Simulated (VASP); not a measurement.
**Hf2TaO3: single point with PBE**

Crystal: Hf2TaO3.

```xyz
6
Lattice="2.6419 1.5253 3.8420 -2.6419 1.5253 3.8420 0.0000 -3.0506 3.8420" Properties=species:S:1:pos:R:3 pbc="T T T"
Hf    0.0000    0.0000    9.0374
Hf    0.0000    0.0000    2.4887
Ta    0.0000    0.0000    5.7631
O     1.3210   -0.7627    3.8420
O     0.0000    1.5253    3.8420
O    -1.3210   -0.7627    3.8420
```

The cell was generated, and may not be a known phase.

- Program: VASP 6.6.1
- Task: single point
- Functional: PBE
- Potentials or basis: VASP PAW PBE potentials, release 64 (Hf_pv, Ta_pv, O)
- Cutoff: 600 eV
- k mesh: 6 × 6 × 6
- Occupations: gaussian, width 0.1 eV
- Spin: collinear spin
- Starting moments: [0.0, 0.0, 1.0, 0.0, 0.0, 0.0] μB

```
Pressure                                              : -1.2 GPa
Largest force                                         : 0.268 eV/Å
Net moment                                            : 0.00 μB per cell
Valence electrons inside the program's atomic spheres : Hf 8.51; Ta 8.61; O 5.03
```

Forces in eV/Å, atoms in the order of the input:
```
Hf   0.000  0.000 -0.268
Hf   0.000  0.000  0.268
Ta   0.000  0.000  0.000
O    0.000  0.000  0.000
O    0.000  0.000  0.000
O    0.000  0.000  0.000
```

Stress tensor (GPa, compression positive):
```
-0.98  0.00  0.00
 0.00 -0.98  0.00
 0.00  0.00 -1.75
```

Levels at points of the mesh, in eV from the Fermi level:
Spin up:
```
           k point  band 22  band 23  band 24  band 25  band 26  band 27
(0.00, 0.00, 0.00)    -2.89    -1.35    -1.35     0.37     1.00     1.00
(0.50, 0.00, 0.00)    -2.64    -1.49    -0.04     0.03     1.19     1.31
(0.50, 0.50, 0.00)    -1.73    -1.14    -0.83    -0.67     0.49     1.16
(0.50, 0.50, 0.50)    -0.97    -0.40    -0.40    -0.30    -0.12    -0.12
```
Spin down:
| k point | band 21 | band 22 | band 23 | band 24 | band 25 | band 26 | band 27 | band 28 |
| --- | --- | --- | --- | --- | --- | --- | --- | --- |
| (0.00, 0.00, 0.00) | -3.53 | -2.89 | -1.35 | -1.35 | 0.37 | 1.00 | 1.00 | 1.50 |
| (0.50, 0.00, 0.00) | -3.42 | -2.64 | -1.49 | -0.04 | 0.03 | 1.19 | 1.31 | 1.34 |
| (0.50, 0.50, 0.00) | -3.42 | -1.73 | -1.14 | -0.83 | -0.67 | 0.49 | 1.16 | 1.19 |
| (0.50, 0.50, 0.50) | -2.83 | -0.97 | -0.40 | -0.40 | -0.30 | -0.12 | -0.12 | 2.70 |

Wall time 11 min on 1 thread of Oxide Virtual Turin-like Processor (shared host), peak memory 0.38 GiB.

Caveat: spin-orbit coupling is left out, which moves the levels of the heavy elements.
